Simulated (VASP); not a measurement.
Crystal: SiO2.

```xyz
3
Lattice="0.0000 2.2642 2.3774 2.2642 0.0000 2.3774 2.2642 2.2642 0.0000" Properties=species:S:1:pos:R:3 pbc="T T T"
Si    0.0000    0.0000    0.0000
O     1.1321    1.1321    1.1887
O     3.3963    3.3963    3.5661
```

This cell differs from its parent crystal: uniaxial z strain +5.0%.

Base run:

| Item | Value |
| --- | --- |
| Program | VASP 6.6.1 |
| Functional | r2SCAN |
| Potentials or basis | VASP PAW PBE potentials, release 64 (Si, O) |
| Cutoff | 520 eV |
| k mesh | 10 × 10 × 10 |
| Occupations | gaussian, width 0.01 eV |
| Spin | no spin polarisation |

Its results: band gap on the k mesh 1.86 eV (least direct gap 2.05 eV); pressure -12.2 GPa.

Problem. The run is repeated on the same cell with these changes: functional from r2SCAN to PBE; occupations from gaussian, width 0.01 eV to fermi-dirac, width 0.02 eV. What comes out?

Solution. Band gap on the k mesh 1.22 eV (least direct gap 1.47 eV); pressure -2.6 GPa.

Caveats: the cell stands under tension (at least some runs); the PAW data sets were made with another functional, which shifts forces and pressure a little (at least some runs).

A k mesh can miss the band edges.
